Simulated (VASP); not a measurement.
# Mg3NO3 in VASP: single point with PBE

Aim: the single point of Mg3NO3 with PBE.

Program: VASP 6.6.1. These are calculated values, not measurements. Logs are shortened: lines on timing, memory, paths and dates and some standing lists are left out, and cuts for length are marked.

## Step 1: The cell of the first run

The cell holds a slab with vacuum, 7 atoms: a = 3.009 Å, b = 3.009 Å, c = 19.780 Å, α = 90.00°, β = 90.00°, γ = 90.00°.

## Step 2: Single point, PBE, collinear spin, ferromagnetic start

Input file INCAR:

```
SYSTEM = Mg3NO3
ALGO = Normal
DIPOL = 0.5 0.5 0.342
EDIFF = 1E-7
ENCUT = 520
GGA = PE
IDIPOL = 3
ISIF = 2
ISMEAR = 0
ISPIN = 2
LASPH = .TRUE.
LCHARG = .FALSE.
LDIPOL = .TRUE.
LORBIT = 11
LREAL = .FALSE.
LWAVE = .FALSE.
MAGMOM = 0 0 0 0 0 0 3
NBANDS = 28
NELM = 150
PREC = Accurate
SIGMA = 0.05
```

Input file KPOINTS:

```
k-points
0
G
  9 9 1
  0 0 0
```

Input file POSCAR:

```
Mg3NO3
1.0
    3.0085896333      0.0000000000      0.0000000000
    0.0000000000      3.0085896333      0.0000000000
    0.0000000000      0.0000000000     19.7799623295
Mg O N
3 3 1
Direct
    0.5000000000      0.5000000000      0.2022248543
    0.0000000000      0.0000000000      0.3100331114
    0.5000000000      0.5000000000      0.4161289115
    0.0000000000      0.0000000000      0.2022248543
    0.5000000000      0.5000000000      0.3095409233
    0.0000000000      0.0000000000      0.4186035439
    0.3750000000      0.3750000000      0.5382032876
```

Potentials or basis: VASP PAW PBE potentials, release 64 (Mg, O, N).

Run with:

```sh
> cat potpaw_PBE.64/Mg/POTCAR potpaw_PBE.64/O/POTCAR potpaw_PBE.64/N/POTCAR > POTCAR
> mpirun -np 1 vasp_std > vasp.out
```

OUTCAR:

```text
SYSTEM = Mg3NO3
   EDIFF = 1E-7
   ENCUT = 520
   GGA = PE
   ISIF = 2
   ISMEAR = 0
   ISPIN = 2
   LASPH = .TRUE.
   LORBIT = 11
   LREAL = .FALSE.
   NELM = 150
   PREC = Accurate

 ion  position               nearest neighbor table
   1  0.500  0.500  0.202-   5 2.12   4 2.13   4 2.13   4 2.13   4 2.13   2 3.01   2 3.01   2 3.01
                             2 3.01
   2  0.000  0.000  0.310-   5 2.13   5 2.13   5 2.13   5 2.13   4 2.13   6 2.15   3 2.99   3 2.99
                             3 2.99   3 2.99   1 3.01   1 3.01   1 3.01   1 3.01
   3  0.500  0.500  0.416-   5 2.11   6 2.13   6 2.13   6 2.13   6 2.13   7 2.47   2 2.99   2 2.99
                             2 2.99   2 2.99
   4  0.000  0.000  0.202-   1 2.13   1 2.13   1 2.13   1 2.13   2 2.13
   5  0.500  0.500  0.310-   3 2.11   1 2.12   2 2.13   2 2.13   2 2.13   2 2.13
   6  0.000  0.000  0.419-   3 2.13   3 2.13   3 2.13   3 2.13   2 2.15
   7  0.375  0.375  0.538-   3 2.47

  LATTYP: Found a simple tetragonal cell.
 ALAT       =     3.0085896333
 C/A-ratio  =     6.5744966048

  Lattice vectors:

 A1 = (   3.0085896333,   0.0000000000,   0.0000000000)
 A2 = (   0.0000000000,   3.0085896333,   0.0000000000)
 A3 = (   0.0000000000,   0.0000000000,  19.7799623295)

Analysis of symmetry for initial positions (statically):
=====================================================================
 Subroutine PRICEL returns:
 Original cell was already a primitive cell.

 Routine SETGRP: Setting up the symmetry group for a
 simple tetragonal supercell.

 Subroutine GETGRP returns: Found  2 space group operations
 (whereof  2 operations were pure point group operations)
 out of a pool of 16 trial point group operations.

The static configuration has the point symmetry C_1h.

Analysis of symmetry for dynamics (positions and initial velocities):
=====================================================================
 Subroutine PRICEL returns:
 Original cell was already a primitive cell.

 Routine SETGRP: Setting up the symmetry group for a
 simple tetragonal supercell.

 Subroutine GETGRP returns: Found  2 space group operations
 (whereof  2 operations were pure point group operations)
 out of a pool of 16 trial point group operations.

The dynamic configuration has the point symmetry C_1h.

Analysis of structural, dynamic, and magnetic symmetry:
=====================================================================
 Subroutine PRICEL returns:
 Original cell was already a primitive cell.

 Routine SETGRP: Setting up the symmetry group for a
 simple tetragonal supercell.

 Subroutine GETGRP returns: Found  2 space group operations
 (whereof  2 operations were pure point group operations)
 out of a pool of 16 trial point group operations.

The overall configuration has the point symmetry C_1h.

 Subroutine INISYM returns: Found  2 space group operations
 (whereof  2 operations are pure point group operations),
 and found     1 'primitive' translations

----------------------------------------------------------------------------------------

                                     Primitive cell

  volume of cell :     179.0405

  direct lattice vectors                    reciprocal lattice vectors
     3.008589633  0.000000000  0.000000000     0.332381654  0.000000000  0.000000000
     0.000000000  3.008589633  0.000000000     0.000000000  0.332381654  0.000000000
     0.000000000  0.000000000 19.779962330     0.000000000  0.000000000  0.050556214

  length of vectors
     3.008589633  3.008589633 19.779962330     0.332381654  0.332381654  0.050556214

  position of ions in fractional coordinates (direct lattice)
     0.500000000  0.500000000  0.202224854
     0.000000000  0.000000000  0.310033111
     0.500000000  0.500000000  0.416128912
     0.000000000  0.000000000  0.202224854
     0.500000000  0.500000000  0.309540923
     0.000000000  0.000000000  0.418603544
     0.375000000  0.375000000  0.538203288

  ion indices of the primitive-cell ions
   primitive index   ion index
                 1           1
                 2           2
                 3           3
                 4           4
[... 62 lines left out ...]
   NGX,Y,Z   is equivalent  to a cutoff of  13.26, 13.26, 12.61 a.u.
   NGXF,Y,Z  is equivalent  to a cutoff of  26.52, 26.52, 25.21 a.u.
 SYSTEM =  Mg3NO3
   PREC   = accura    normal or accurate (medium, high low for compatibility)
   ISTART =      0    job   : 0-new  1-cont  2-samecut
   ICHARG =      2    charge: 1-file 2-atom 10-const
   ISPIN  =      2    spin polarized calculation?
   LNONCOLLINEAR =      F non collinear calculations
   LSORBIT =      F    spin-orbit coupling
   LASPH  =      T    aspherical Exc in radial PAW
   ENCUT  =  520.0 eV  38.22 Ry    6.18 a.u.   5.59  5.59 36.78*2*pi/ulx,y,z
   NELM   =    150;   NELMIN=  2; NELMDL= -5     # of ELM steps
   EDIFF  = 0.1E-06   stopping-criterion for ELM
   LREAL  =      F    real-space projection
   EDIFFG = 0.1E-05   stopping-criterion for IOM
   NSW    =      0    number of steps for IOM
   IBRION =     -1    ionic relax: 0-MD 1-quasi-New 2-CG
   NFREE  =      0    steps in history (QN), initial steepest desc. (CG)
   ISIF   =      2    stress and relaxation
   ISYM   =      2    0-nonsym 1-usesym 2-fastsym
   POTIM  = 0.5000    time-step for ionic-motion
   TEBEG  =    0.0;   TEEND  =   0.0 temperature during run
   PSTRESS=    0.0 pullay stress
   NELECT =      29.0000    total number of electrons
   NUPDOWN=      -1.0000    fix difference up-down
   EMIN   =  10.00;   EMAX   =-10.00  energy-range for DOS
   EFERMI =   0.00;   METHOD = LEGACY
   ISMEAR =     0;   SIGMA  =   0.05  broadening in eV -4-tet -1-fermi 0-gaus
   EFERMI_NEDOS =   21; number of points for ismear=-14 and -15
   IALGO  =     38    algorithm
   IMIX   =      4    mixing-type and parameters
     AMIX     =   0.40;   BMIX     =  1.00
     AMIX_MAG =   1.60;   BMIX_MAG =  1.00
  volume/ion in A,a.u.               =      25.58       172.60
  Fermi-wavevector in a.u.,A,eV,Ry     =   0.892395  1.686382 10.835251  0.796369
  Thomas-Fermi vector in A             =   2.014338
   LORBIT       =     11    0 simple, 1 ext, 2 COOP (PROOUT), +10 PAW based schemes
   GGA     = PE    functional components
   LHFCALC =     F    Hartree Fock is set to
   AEXX    =    0.0000 exact exchange contribution
   IVDW    =     0    specifies the selected vdW correction
   LEPSILON=     F    determine dielectric tensor
   LRPA    =     F    only Hartree local field effects (RPA)
 spin polarized calculation
 Gauss-broadening in eV      SIGMA  =   0.05
  energy-cutoff  :      520.00
  volume of cell :      179.04
 maximum number of plane-waves:      4849
   NGX = 11   NGY = 11   NGZ = 73

 dipolmoment           0.000000      0.000000     -0.005908 electrons x Angstroem

 number of electron      29.0000005 magnetization       3.0000005

 dipolmoment           0.000000      0.000000      0.091074 electrons x Angstroem

 Free energy of the ion-electron system (eV)
  ---------------------------------------------------
  ext. energy  EPLUGINS =         0.00000000
  ---------------------------------------------------
  free energy    TOTEN  =       -37.86374597 eV

  energy without entropy =      -37.86374597  energy(sigma->0) =      -37.86374597

 E-fermi :  -2.1990     XC(G=0):  -5.0281

 val. band max:       -2.4405839448   @ k =   0.0000   0.0000   0.0000
 cond. band min:      -1.4046922937   @ k =   0.4444   0.0000   0.0000
 fundamental gap:      1.0358916510
 Fermi energy:        -2.1990252501

 spin component 1

 k-point     1 :       0.0000    0.0000    0.0000
  band No.  band energies     occupation
      1     -19.2840      1.00000
      2     -18.5320      1.00000
      3     -18.1503      1.00000
      4     -16.2883      1.00000
      5      -5.8731      1.00000
      6      -5.2276      1.00000
[... 685 lines left out ...]
     25       9.1716      0.00000
     26       9.5802      0.00000

 [... further k-points ...]

 spin component 2

 k-point     1 :       0.0000    0.0000    0.0000
  band No.  band energies     occupation
      1     -19.2531      1.00000
      2     -18.4602      1.00000
      3     -18.0136      1.00000
      4     -12.1509      1.00000
      5      -5.7701      1.00000
      6      -4.3228      1.00000
[... 685 lines left out ...]
     25       9.4104      0.00000
     26       9.6439      0.00000

 [... further k-points ...]

 [bands above 26 left out]

------------------------ aborting loop because EDIFF is reached ----------------------------------------

 vacuum level on the upper side and lower side of the slab       (xc-potential included)         0.854        -0.920

  FORCE on cell =-STRESS in cart. coord.  units (eV):
  Direction    XX          YY          ZZ          XY          YZ          ZX
  --------------------------------------------------------------------------------------
  -------------------------------------------------------------------------------------
  Total       -3.1957012     -3.1957012     -0.1547124      0.0199386      0.0451139      0.0451139
  in kB      -28.5973227    -28.5973227     -1.3844728      0.1784242      0.4037100      0.4037096
  external PRESSURE =     -19.5263728 kB  Pullay stress =       0.0000000 kB

 VOLUME and BASIS-vectors are now :
 -----------------------------------------------------------------------------
  energy-cutoff  :      520.00
  volume of cell :      179.04
      direct lattice vectors                 reciprocal lattice vectors
     3.008589633  0.000000000  0.000000000     0.332381654  0.000000000  0.000000000
     0.000000000  3.008589633  0.000000000     0.000000000  0.332381654  0.000000000
     0.000000000  0.000000000 19.779962330     0.000000000  0.000000000  0.050556214

 POSITION                                       TOTAL-FORCE (eV/Angst)
 -----------------------------------------------------------------------------------
      1.50429      1.50429      4.00000         0.000141      0.000141      0.452945
      0.00000      0.00000      6.13244         0.003815      0.003815     -0.021237
      1.50429      1.50429      8.23101         0.004420      0.004420      0.476353
      0.00000      0.00000      4.00000         0.000155      0.000155     -0.430310
      1.50429      1.50429      6.12271         0.003807      0.003807     -0.008669
      0.00000      0.00000      8.27996        -0.038951     -0.038951     -0.462162
      1.12822      1.12822     10.64564         0.026613      0.026613     -0.006919
 -----------------------------------------------------------------------------------
    total drift:                                0.000321      0.000321     -0.001777

  FREE ENERGIE OF THE ION-ELECTRON SYSTEM (eV)
  ---------------------------------------------------
  free  energy   TOTEN  =       -37.8637459711 eV

  energy  without entropy=      -37.8637459711  energy(sigma->0) =      -37.86374597

 vacuum level on the upper side and lower side of the slab         4.137         2.312

 total charge

# of ion       s       p       d       tot
------------------------------------------
    1        0.141   0.150   0.062   0.352
    2        0.147   0.171   0.073   0.390
    3        0.140   0.154   0.064   0.358
    4        1.543   3.492   0.000   5.034
    5        1.543   3.542   0.000   5.085
    6        1.547   3.475   0.000   5.023
    7        1.359   1.942   0.000   3.301
--------------------------------------------------
tot          6.419  12.926   0.199  19.544

 magnetization (x)

# of ion       s       p       d       tot
------------------------------------------
    1        0.000   0.000   0.000   0.000
    2        0.000   0.001   0.001   0.002
    3       -0.001   0.001   0.002   0.002
    4        0.000   0.001   0.000   0.001
    5        0.000   0.009   0.000   0.009
    6        0.004   0.122   0.000   0.126
    7        0.043   1.843   0.000   1.886
--------------------------------------------------
tot          0.047   1.976   0.003   2.026
```

Wall time 11 min (1 thread of Intel Xeon 8259CL, shared host); peak memory 0.45 GiB.

Results:

* Free energy: -37.8637 eV
* Largest force: 0.476 eV/Å
* Band gap on the k mesh: 1.04 eV (least direct gap 1.16 eV)
* Net moment: 3.00 μB per cell
* Site moments: Mg +0.00; O +0.00, +0.01, +0.13; N +1.89 μB
* Valence electrons inside the program's atomic spheres: Mg 0.35, 0.39, 0.36; O 5.03, 5.08, 5.02; N 3.30

Forces in eV/Å, atoms in the order of the input:
```
Mg   0.000  0.000  0.453
Mg   0.004  0.004 -0.021
Mg   0.004  0.004  0.476
O    0.000  0.000 -0.430
O    0.004  0.004 -0.009
O   -0.039 -0.039 -0.462
N    0.027  0.027 -0.007
```

Levels at points of the mesh, in eV from the valence-band top:
Spin up:
| k point | band 12 | band 13 | band 14 | band 15 | band 16 | band 17 | band 18 | band 19 | band 20 | band 21 |
| --- | --- | --- | --- | --- | --- | --- | --- | --- | --- | --- |
| (0.00, 0.00, 0.00) | -0.48 | -0.46 | -0.37 | -0.08 | -0.06 | 3.25 | 5.08 | 5.61 | 6.43 | 6.93 |
Spin down:
| k point | band 9 | band 10 | band 11 | band 12 | band 13 | band 14 | band 15 | band 16 | band 17 | band 18 |
| --- | --- | --- | --- | --- | --- | --- | --- | --- | --- | --- |
| (0.00, 0.00, 0.00) | -0.74 | -0.43 | -0.43 | -0.01 | 0.00 | 1.38 | 3.28 | 3.51 | 3.51 | 5.12 |
